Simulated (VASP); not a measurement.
Runs of VASP 6.6.1 on Sb. The structure is that of space group Pm-3m (No. 221), or close to it. The cells are those of the table. 

| cell | gap on the mesh (eV) | pressure (GPa) |
| --- | --- | --- |
| a = 3.128 Å, 1 atom | none | -4.5 |
| a = 3.095 Å, 1 atom | none | (b) |
| a = 3.222 Å, 1 atom | none | -7.7 |
| a = 3.191 Å, 1 atom | none | -6.8 |
| a = 3.160 Å, 1 atom | none | (a) |

Alike in all rows: task single point; level LDA; potentials or basis VASP PAW LDA potentials, release 64 (Sb); no spin polarisation; k mesh 9 × 9 × 9; cutoff (eV) 500; smearing methfessel-paxton 0.05 eV.

**Question.** Fill in the values left out.

**Answer.** (a) -5.7; (b) -3.3.

Caveats: spin-orbit coupling is left out, which moves the levels of the heavy elements.

A k mesh can miss the band edges, and the runs leave out spin-orbit coupling on Sb.

A gap of «none» marks levels without a gap at the run's occupations.
